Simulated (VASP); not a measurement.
# Zr3W4Se in VASP: single point with PBE

Aim: the single point of Zr3W4Se with PBE.

All numbers are computed with VASP 6.6.1; they aren't measurements. Logs are shortened: lines on timing, memory, paths and dates and some standing lists are left out, and cuts for length are marked.

## 1. The cell of the first run

The typed cell holds 8 atoms: a = 3.262 Å, b = 3.259 Å, c = 14.294 Å, α = 90.00°, β = 83.46°, γ = 90.00°.

## 2. Single point, PBE

The input, INCAR:

```
  ALGO = Normal
  EDIFF = 1E-7
  ENCUT = 520
  GGA = PE
  ISIF = 2
  ISMEAR = 0
  LASPH = True
  LCHARG = False
  LREAL = False
  LWAVE = False
  NBANDS = 59
  NELM = 100
  PREC = Accurate
  SIGMA = 0.2
```

The input, KPOINTS:

```
k-points
0
Gamma
  6 6 2
```

The input, POSCAR:

```
Zr3W4Se
1.0
    3.2570284190     -0.0003947231      0.1807266834
    0.0003921263      3.2593609730     -0.0003211736
    0.8389819373      0.0009079149     14.2688766973
Zr W Se
3 4 1
Direct
    0.2932128800      0.5000115326      0.8579745525
    0.0816902263      0.0000428179      0.2806519220
    0.6604167944      0.5000205728      0.1232569736
    0.5190767309      0.5000149829      0.4062626015
   -0.0330608417     -0.0000428941      0.5107892111
    0.4089426061      0.4999715448      0.6270324533
   -0.1431742359     -0.0000391326      0.7309999442
    0.2128958400      0.0000205759      0.0180323418
```

Potentials or basis: VASP PAW PBE potentials, release 64 (Zr_sv, W_sv, Se).

Command:

```sh
$ cat potpaw_PBE.64/Zr_sv/POTCAR potpaw_PBE.64/W_sv/POTCAR potpaw_PBE.64/Se/POTCAR > POTCAR
$ mpirun -np 1 vasp_std > vasp.out
```

OUTCAR:

```text
EDIFF = 1E-7
   ENCUT = 520
   GGA = PE
   ISIF = 2
   ISMEAR = 0
   LASPH = True
   LREAL = False
   NELM = 100
   PREC = Accurate

 ion  position               nearest neighbor table
   1  0.293  0.500  0.858-   8 2.80   8 2.80   7 2.93   7 2.93   7 2.93   7 2.93   6 3.28
   2  0.082  0.000  0.281-   4 2.91   4 2.92   4 2.92   4 2.92   3 3.21   3 3.21   3 3.21   3 3.21
                             5 3.27
   3  0.660  0.500  0.123-   8 2.75   8 2.75   8 2.75   8 2.75   2 3.21   2 3.21   2 3.21   2 3.21

   4  0.519  0.500  0.406-   5 2.74   5 2.74   5 2.74   5 2.74   2 2.91   2 2.92   2 2.92   2 2.92
                             6 3.14
   5  0.967  1.000  0.511-   4 2.74   4 2.74   4 2.74   4 2.74   6 2.84   6 2.84   6 2.84   6 2.84
                             7 3.13   2 3.27
   6  0.409  0.500  0.627-   7 2.74   7 2.74   7 2.74   7 2.74   5 2.84   5 2.84   5 2.84   5 2.84
                             4 3.14   1 3.28
   7  0.857  1.000  0.731-   6 2.74   6 2.74   6 2.74   6 2.74   1 2.93   1 2.93   1 2.93   1 2.93
                             5 3.13
   8  0.213  0.000  0.018-   3 2.75   3 2.75   3 2.75   3 2.75   1 2.80   1 2.80

  LATTYP: Found a triclinic cell.
 ALAT       =     4.6113117196
 B/A-ratio  =     0.7068186257
 C/A-ratio  =     3.2573701265
 COS(alpha) =     0.0000236883
 COS(beta)  =     0.2305856642
 COS(gamma) =     0.7068141398

  Lattice vectors:

 A1 = (  -3.2574205453,  -3.2589662499,  -0.1804055098)
 A2 = (  -0.0003921263,  -3.2593609730,   0.0003211736)
 A3 = (  -5.6750749007,   0.0016973611,  13.9074233305)

Analysis of symmetry for initial positions (statically):
=====================================================================
 Subroutine PRICEL returns:
 Original cell was already a primitive cell.

 Routine SETGRP: Setting up the symmetry group for a
 triclinic supercell.

 Subroutine GETGRP returns: Found  1 space group operations
 (whereof  1 operations were pure point group operations)
 out of a pool of  2 trial point group operations.

The static configuration has the point symmetry C_1 .

Analysis of symmetry for dynamics (positions and initial velocities):
=====================================================================
 Subroutine PRICEL returns:
 Original cell was already a primitive cell.

 Routine SETGRP: Setting up the symmetry group for a
 triclinic supercell.

 Subroutine GETGRP returns: Found  1 space group operations
 (whereof  1 operations were pure point group operations)
 out of a pool of  2 trial point group operations.

The dynamic configuration has the point symmetry C_1 .

 Subroutine INISYM returns: Found  1 space group operations
 (whereof  1 operations are pure point group operations),
 and found     1 'primitive' translations

----------------------------------------------------------------------------------------

                                     Primitive cell

  volume of cell :     150.9818

  direct lattice vectors                    reciprocal lattice vectors
     3.257028419 -0.000394723  0.180726683     0.308033315 -0.000038843 -0.018111752
     0.000392126  3.259360973 -0.000321174     0.000038391  0.306808600 -0.000021779
     0.838981937  0.000907915 14.268876697    -0.003901486  0.000007398  0.070312001

  length of vectors
     3.262038690  3.259361012 14.293520690     0.308565326  0.306808603  0.070420161

  position of ions in fractional coordinates (direct lattice)
     0.293212880  0.500011533  0.857974552
     0.081690226  0.000042818  0.280651922
     0.660416794  0.500020573  0.123256974
     0.519076731  0.500014983  0.406262602
     0.966939158  0.999957106  0.510789211
     0.408942606  0.499971545  0.627032453
     0.856825764  0.999960867  0.730999944
     0.212895840  0.000020576  0.018032342

  ion indices of the primitive-cell ions
   primitive index   ion index
                 1           1
                 2           2
                 3           3
                 4           4
                 5           5
                 6           6
                 7           7
                 8           8

----------------------------------------------------------------------------------------

 KPOINTS: k-points

Automatic generation of k-mesh.
 Grid dimensions read from file:
 generate k-points for:    6    6    2

 Generating k-lattice:

  Cartesian coordinates                     Fractional coordinates (reciprocal lattice)
     0.051338886 -0.000006474 -0.003018625     0.166666667 -0.000000000 -0.000000000
     0.000006398  0.051134767 -0.000003630     0.000000000  0.166666667 -0.000000000
    -0.001950743  0.000003699  0.035156000     0.000000000  0.000000000  0.500000000

  Length of vectors
     0.051427554  0.051134767  0.035210081

  Shift w.r.t. Gamma in fractional coordinates (k-lattice)
     0.000000000  0.000000000  0.000000000

 Subroutine IBZKPT returns following result:
 ===========================================

 Found     40 irreducible k-points:

 Following reciprocal coordinates:
            Coordinates               Weight
  0.000000  0.000000  0.000000      1.000000
  0.166667  0.000000  0.000000      2.000000
  0.333333  0.000000  0.000000      2.000000
  0.500000 -0.000000  0.000000      1.000000
  0.000000  0.166667  0.000000      2.000000
  0.166667  0.166667  0.000000      2.000000
[... 16 lines left out ...]
  0.333333  0.000000  0.500000      2.000000
  0.500000 -0.000000  0.500000      1.000000
 [... further k-points ...]
   k-points           NKPTS =     40   k-points in BZ     NKDIM =     40   number of bands    NBANDS=     59
   number of dos      NEDOS =    301   number of ions     NIONS =      8
   total plane-waves  NPLWV =  62208
   dimension x,y,z NGX =    24 NGY =   24 NGZ =  108
   dimension x,y,z NGXF=    48 NGYF=   48 NGZF=  216
   ions per type =               3   4   1
   NGX,Y,Z   is equivalent  to a cutoff of  12.23, 12.24, 12.56 a.u.
   NGXF,Y,Z  is equivalent  to a cutoff of  24.46, 24.48, 25.12 a.u.
 SYSTEM =  unknown system
   PREC   = accura    normal or accurate (medium, high low for compatibility)
   ISTART =      0    job   : 0-new  1-cont  2-samecut
   ICHARG =      2    charge: 1-file 2-atom 10-const
   ISPIN  =      1    spin polarized calculation?
   LNONCOLLINEAR =      F non collinear calculations
   LSORBIT =      F    spin-orbit coupling
   LASPH  =      T    aspherical Exc in radial PAW
   ENCUT  =  520.0 eV  38.22 Ry    6.18 a.u.   6.07  6.06 26.58*2*pi/ulx,y,z
   NELM   =    100;   NELMIN=  2; NELMDL= -5     # of ELM steps
   EDIFF  = 0.1E-06   stopping-criterion for ELM
   LREAL  =      F    real-space projection
   EDIFFG = 0.1E-05   stopping-criterion for IOM
   NSW    =      0    number of steps for IOM
   IBRION =     -1    ionic relax: 0-MD 1-quasi-New 2-CG
   NFREE  =      0    steps in history (QN), initial steepest desc. (CG)
   ISIF   =      2    stress and relaxation
   ISYM   =      2    0-nonsym 1-usesym 2-fastsym
   POTIM  = 0.5000    time-step for ionic-motion
   TEBEG  =    0.0;   TEEND  =   0.0 temperature during run
   PSTRESS=    0.0 pullay stress
   NELECT =      98.0000    total number of electrons
   NUPDOWN=      -1.0000    fix difference up-down
   EMIN   =  10.00;   EMAX   =-10.00  energy-range for DOS
   EFERMI =   0.00;   METHOD = LEGACY
   ISMEAR =     0;   SIGMA  =   0.20  broadening in eV -4-tet -1-fermi 0-gaus
   EFERMI_NEDOS =   21; number of points for ismear=-14 and -15
   IALGO  =     38    algorithm
   IMIX   =      4    mixing-type and parameters
     AMIX     =   0.40;   BMIX     =  1.00
     AMIX_MAG =   1.60;   BMIX_MAG =  1.00
  volume/ion in A,a.u.               =      18.87       127.36
  Fermi-wavevector in a.u.,A,eV,Ry     =   1.417453  2.678598 27.336459  2.009173
  Thomas-Fermi vector in A             =   2.538682
   LORBIT       =      0    0 simple, 1 ext, 2 COOP (PROOUT), +10 PAW based schemes
   GGA     = PE    functional components
   LHFCALC =     F    Hartree Fock is set to
   AEXX    =    0.0000 exact exchange contribution
   IVDW    =     0    specifies the selected vdW correction
   LEPSILON=     F    determine dielectric tensor
   LRPA    =     F    only Hartree local field effects (RPA)
 non-spin polarized calculation
 Gauss-broadening in eV      SIGMA  =   0.20
  energy-cutoff  :      520.00
  volume of cell :      150.98
 maximum number of plane-waves:      4102
   NGX = 13   NGY = 13   NGZ = 53

 number of electron      98.0000004 magnetization

 Free energy of the ion-electron system (eV)
  ---------------------------------------------------
  ext. energy  EPLUGINS =         0.00000000
  ---------------------------------------------------
  free energy    TOTEN  =       -82.69410655 eV

  energy without entropy =      -82.58036114  energy(sigma->0) =      -82.63723385

 E-fermi :   9.5654     XC(G=0): -12.1528

 val. band max:        9.5423435220   @ k =   0.3333   0.5000   0.5000
 cond. band min:       9.5674451876   @ k =   0.1667   0.3333   0.0000
 fundamental gap:      0.0251016656
 Fermi energy:         9.5653620649

 k-point     1 :       0.0000    0.0000    0.0000
  band No.  band energies     occupation
      1     -64.2389      2.00000
      2     -64.1642      2.00000
      3     -63.9059      2.00000
      4     -63.8692      2.00000
      5     -39.1624      2.00000
      6     -39.1475      2.00000
[... 51 lines left out ...]
     58      11.8911      0.00000
     59      12.0657      0.00000

 k-point     2 :       0.1667    0.0000    0.0000
  band No.  band energies     occupation
      1     -64.2301      2.00000
      2     -64.1648      2.00000
      3     -63.9075      2.00000
      4     -63.8704      2.00000
      5     -39.1529      2.00000
      6     -39.1363      2.00000
[... 51 lines left out ...]
     58      11.6170      0.00000
     59      12.1305      0.00000

 k-point     3 :       0.3333    0.0000    0.0000
  band No.  band energies     occupation
      1     -64.2083      2.00000
      2     -64.1698      2.00000
      3     -63.9109      2.00000
      4     -63.8728      2.00000
      5     -39.1336      2.00000
      6     -39.1137      2.00000
[... 1238 lines left out ...]
      5     -39.1336      2.00000
      6     -39.1137      2.00000
[... 51 lines left out ...]
     58      11.7627      0.00000
     59      11.8866      0.00000

 k-point    24 :       0.5000   -0.0000    0.5000
  band No.  band energies     occupation
      1     -64.1858      2.00000
      2     -64.1837      2.00000
      3     -63.9126      2.00000
      4     -63.8740      2.00000
      5     -39.1240      2.00000
      6     -39.1023      2.00000
[... 51 lines left out ...]
     58      11.8299      0.00000
     59      12.0013      0.00000

 [... further k-points ...]
[... 5 lines left out ...]
  --------------------------------------------------------------------------------------
  -------------------------------------------------------------------------------------
  Total        0.2462308      0.1010517      0.1858787      0.0001962      0.0020272      0.0123722
  in kB        2.6129336      1.0723334      1.9724938      0.0020817      0.0215121      0.1312908
  external PRESSURE =       1.8859203 kB  Pullay stress =       0.0000000 kB

 VOLUME and BASIS-vectors are now :
 -----------------------------------------------------------------------------
  energy-cutoff  :      520.00
  volume of cell :      150.98
      direct lattice vectors                 reciprocal lattice vectors
     3.257028419 -0.000394723  0.180726683     0.308033315 -0.000038843 -0.018111752
     0.000392126  3.259360973 -0.000321174     0.000038391  0.306808600 -0.000021779
     0.838981937  0.000907915 14.268876697    -0.003901486  0.000007398  0.070312001

 POSITION                                       TOTAL-FORCE (eV/Angst)
 -----------------------------------------------------------------------------------
      1.67502      1.63038     12.29516         0.000517     -0.000474     -0.003168
      0.50153      0.00036      4.01935         0.001006     -0.000304     -0.005293
      2.25460      1.62960      1.87793        -0.001923      0.000248      0.006096
      2.03169      1.62989      5.89056         0.001965     -0.000665     -0.012225
      3.57828      3.25930      7.46282        -0.001544      0.000897     -0.009701
      1.85820      1.63000      9.02080        -0.001838     -0.000406     -0.008101
      3.40439      3.25956     10.58508         0.000203      0.000854      0.033997
      0.70854     -0.00000      0.29578         0.001613     -0.000149     -0.001605
 -----------------------------------------------------------------------------------
    total drift:                               -0.000058      0.000005      0.000160

  FREE ENERGIE OF THE ION-ELECTRON SYSTEM (eV)
  ---------------------------------------------------
  free  energy   TOTEN  =       -82.6941065542 eV

  energy  without entropy=      -82.5803611381  energy(sigma->0) =      -82.63723385
```

It took 14 min on 1 thread of AMD EPYC 7R13, shared host; peak memory 0.4 GiB.

What came out:

```
Free energy            : -82.6941 eV
Pressure               : 0.2 GPa
Largest force          : 0.034 eV/Å
Band gap on the k mesh : zero (band 49 reaches 10.25 eV, above the bottom of band 50 at 9.49 eV)
```

Forces on the atoms (eV/Å):
```
Zr   0.001  0.000 -0.003
Zr   0.001  0.000 -0.005
Zr  -0.002  0.000  0.006
W    0.002 -0.001 -0.012
W   -0.002  0.001 -0.010
W   -0.002  0.000 -0.008
W    0.000  0.001  0.034
Se   0.002  0.000 -0.002
```

Caveat: spin-orbit coupling is left out, which moves the levels of the heavy elements.
